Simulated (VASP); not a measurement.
The system is FeO.

```xyz
2
Lattice="0.0000 2.4286 2.4286 2.4286 0.0000 2.4286 2.4286 2.4286 0.0000" Properties=species:S:1:pos:R:3 pbc="T T T"
Fe    0.0000    0.0000    0.0000
O     1.2143    1.2143    1.2143
```

Base run:

* Program: VASP 6.6.1
* Functional: PBE
* Potentials or basis: VASP PAW PBE potentials, release 64 (Fe, O)
* Cutoff: 520 eV
* k mesh: 10 × 10 × 10
* Occupations: fermi-dirac, width 0.05 eV
* Spin: collinear spin, ferromagnetic start
* Starting moments: [3.0, 0.0] μB

Its results: band gap on the k mesh zero (filled and empty bands overlap); pressure -16.3 GPa; net moment 4.03 μB per cell; site moments Fe +3.63; O +0.28 μB.

Question: The run is repeated on the same cell with these changes: potentials or basis from VASP PAW PBE potentials, release 64 (Fe, O) to VASP PAW PBE potentials, release 64 (Fe_sv, O); cutoff from 520 eV to 600 eV; further incar settings from ALGO = Normal; EDIFF = 1e-07; NBANDS = 18 to ALGO = Normal; EDIFF = 1e-06; NBANDS = 22; valence electrons from 14 to 22. What comes out?

Answer: Band gap on the k mesh zero (filled and empty bands overlap); pressure -17.8 GPa; net moment 4.03 μB per cell; site moments Fe +3.48; O +0.27 μB.

Caveats: a cell with one magnetic atom can't hold antiferromagnetic order, which such compounds often take; semilocal functionals often make such compounds metallic where correlation or magnetic order opens a gap, which also shifts bond lengths.
